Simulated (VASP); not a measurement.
Crystal: Se.

```
CELL_PARAMETERS angstrom
4.36620 0.00000 0.00000
-2.18310 3.78124 0.00000
0.00000 0.00000 4.95360
ATOMIC_POSITIONS crystal
Se 0.22540 0.00000 0.33333
Se 0.00000 0.22540 0.66667
Se 0.77460 0.77460 0.00000
```

- Program: VASP 6.6.1
- Task: relaxation of cell and atoms
- Functional: PBEsol
- Potentials or basis: VASP PAW PBE potentials, release 64 (Se)
- Cutoff: 600 eV
- k mesh: 9 × 9 × 7
- Occupations: fermi-dirac, width 0.05 eV
- Spin: no spin polarisation

At the start: pressure 0.4 GPa; volume 27.26 Å³/atom.

Task: Where does the relaxation end?

Result: Over 16 steps the energy falls by 25.0 meV/atom and the volume is 24.12 Å³/atom (-11.5 %); space group P3_121 (No. 152, to 0.1 Å) before and after.

The path:
```tsv
step	energy change (eV)	largest force (eV/Å)	pressure (GPa)	volume (Å³)
1	0.0000	0.3324	0.36	81.78
2	-0.0099	0.0104	-1.32	82.50
3	-0.0101	0.0365	-1.09	82.40
4	-0.0237	0.0429	-0.99	80.97
5	-0.0571	0.0799	-0.40	76.76
6	-0.0523	0.1896	2.60	68.56
7	-0.0703	0.1478	0.63	73.26
8	-0.0707	0.1587	0.96	72.26
9	-0.0744	0.0184	-0.01	71.80
10	-0.0747	0.0166	0.19	71.90
11	-0.0747	0.0139	0.18	71.89
12	-0.0749	0.0069	0.07	72.15
13	-0.0749	0.0006	-0.03	72.38
14	-0.0749	0.0012	-0.02	72.36
15	-0.0749	0.0015	-0.02	72.35
16	-0.0749	0.0030	0.00	72.35
```

Final structure:
```
Se
1.0
     4.03592    0.00000    0.00000
    -2.01796    3.49521    0.00000
     0.00000    0.00000    5.12885
Se
3
Direct
  0.24929 0.00000 0.33333
  0.00000 0.24929 0.66667
  0.75071 0.75071 0.00000
```

Caveat: the PAW data sets were made with another functional, which shifts forces and pressure a little.
